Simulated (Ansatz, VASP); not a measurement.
Cu: VASP beside Ansatz

INCAR

```
PREC = Accurate
ENCUT = 520
EDIFF = 1E-6
ISMEAR = 0
SIGMA = 0.1
LREAL = False
LASPH = True
NELM = 80
ALGO = Fast
ISIF = 2
LWAVE = False
LCHARG = True
GGA = PS
LELF = True
LVHAR = True
NBANDS = 18
```

File KPOINTS:

```
regular mesh
0
Gamma
  24 24 12
```

The input POSCAR:

```
Cu
1.0
    2.5205910253      0.0000000000      0.0000000000
   -1.2602955127      2.1828958605      0.0000000000
    0.0000000000      0.0000000000      4.0341928015
Cu
2
Direct
    0.3333333333      0.6666666667      0.2500000000
    0.6666666667      0.3333333333      0.7500000000
```

Input for Ansatz:

```yaml
crystal:
  lattice:
    - [2.5205910253, 0.0, 0.0]
    - [-1.2602955127, 2.1828958605, 0.0]
    - [0.0, 0.0, 4.0341928015]
  atoms:
    - { symbol: Cu, position: [0.3333333333, 0.6666666667, 0.25] }
    - { symbol: Cu, position: [0.6666666667, 0.3333333333, 0.75] }
basis:
  ecutwfc: 420
kpoints:
  mp_grid: { grid: [24, 24, 12] }
hamiltonian:
  xc: pbesol
scf:
  occupations: { method: gaussian, width: 0.1 }
output:
  forces: true
  stress: true
  eigenvalues: true
```

Change from the starting cell: strain along c alone, the other axes held, atoms relaxed: -2.0 %.

Alike in both runs: task single point; functional PBEsol; k mesh 24 × 24 × 12; occupations gaussian, width 0.1 eV; no spin polarisation.

|  | VASP | Ansatz |
| --- | --- | --- |
| version | VASP 6.6.1 | Ansatz 0.2.0 |
| potentials or method | VASP PAW PBE potentials, release 64 (Cu), cutoff 520 eV | scalar-relativistic, plane waves, PAW |
| valence electrons in the cell | 22 | 38 |

```tsv
	VASP	Ansatz	Ansatz less VASP
gap on the k mesh at the Fermi level (eV)	none	none	-
pressure (GPa)	4.5	3.6	-0.85
traceless stress, the component that is largest in VASP (GPa)	3.36	3.36	+0.004
```

VASP's potentials were made for PBE, not for PBEsol. A gap of «none» marks a metal or a gap that the smearing closes. With one functional, cell and mesh, what is left measures potentials, basis and numerics. VASP's potentials hold 22 valence electrons a cell and Ansatz's 38, so a difference there can come from the potentials and not from the codes.
